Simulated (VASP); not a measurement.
Here is a VASP 6.6.1 calculation.

Contents of POSCAR:

```
Al
1.0
   -2.6321463822      2.6321463822      1.3570970997
    2.6321463822     -2.6321463822      1.3570970997
    2.6321463822      2.6321463822     -1.3570970997
Al
2
Direct
    0.0000000000      0.0000000000      0.0000000000
    0.7500000000      0.2500000000      0.5000000000
```

File INCAR.step1:

```
SYSTEM = Al
PREC     = Accurate       ! precision mode
ENCUT    = 520            ! plane-wave cutoff, eV
ISMEAR   = 0              ! smearing method
SIGMA    = 0.1            ! smearing width, eV
LREAL    = .False.        ! projectors in reciprocal space
LASPH    = .True.         ! aspherical terms in the spheres
NELM     = 60             ! most SCF steps
NBANDS   = 10             ! bands
GGA      = PE             ! functional
ALGO     = Normal         ! electronic algorithm
EDIFF    = 1E-4           ! SCF threshold, eV
LWAVE    = .True.         ! write WAVECAR
LCHARG   = .False.        ! write CHGCAR
```

INCAR.step2

```
SYSTEM = Al
PREC     = Accurate       ! precision mode
ENCUT    = 520            ! plane-wave cutoff, eV
EDIFF    = 1E-6           ! SCF threshold, eV
ISMEAR   = 0              ! smearing method
SIGMA    = 0.1            ! smearing width, eV
LREAL    = .False.        ! projectors in reciprocal space
LASPH    = .True.         ! aspherical terms in the spheres
NELM     = 60             ! most SCF steps
ALGO     = Normal         ! electronic algorithm
ISIF     = 2              ! what is computed and relaxed
LWAVE    = .False.        ! write WAVECAR
LCHARG   = .True.         ! write CHGCAR
METAGGA  = R2SCAN         ! meta-GGA
LMIXTAU  = .True.       
LELF     = .True.         ! ELF
LVHAR    = .True.       
NBANDS   = 10             ! bands
ISTART   = 1
```

The input KPOINTS:

```
Automatic mesh
0
Gamma
  8 8 8
  0 0 0
```

Potentials or basis: VASP PAW PBE potentials, release 64 (Al).

Command:

```sh
$ cat potpaw_PBE.64/Al/POTCAR > POTCAR
$ cp INCAR.step1 INCAR
$ mpirun -np 1 vasp_std > vasp.out
$ cp INCAR.step2 INCAR
$ mpirun -np 1 vasp_std > vasp.out
```

Problem. Predict the pressure.

Solution. -0.2 GPa.

Problem. Predict the band gap on the k mesh.

Solution. Zero (band 3 reaches 9.09 eV, above the bottom of band 4 at 1.69 eV).

Caveat: the PAW data sets were made with another functional, which shifts forces and pressure a little.
